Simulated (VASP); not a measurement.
Crystal: Pt.

```xyz
2
Lattice="2.7083 0.0000 0.0000 -1.3541 2.3455 0.0000 0.0000 0.0000 4.6765" Properties=species:S:1:pos:R:3 pbc="T T T"
Pt    1.3541    0.7818    3.5074
Pt    0.0000    1.5636    1.1691
```

Base run:

| Property | Result |
| --- | --- |
| Program | VASP 6.6.1 |
| Functional | LDA |
| Potentials or basis | VASP PAW LDA potentials, release 64 (Pt) |
| Cutoff | 520 eV |
| k mesh | 21 × 21 × 10 |
| Occupations | gaussian, width 0.15 eV |
| Spin | collinear spin, ferromagnetic start |
| Starting moments | [0.45, 0.45] μB |
| Fixed moment | 0.9 μB |

Its results: pressure 2.0 GPa; site moments Pt +0.44 μB.

Problem. The run is repeated on the same cell with these changes: fixed moment from 0.9 μB to 0.3 μB; moments at the start from [0.45, 0.45] to [0.15, 0.15]. What comes out?

Solution. Pressure 1.0 GPa; site moments Pt +0.15 μB.

Caveats: the total moment is fixed, so each spin has its own Fermi level.
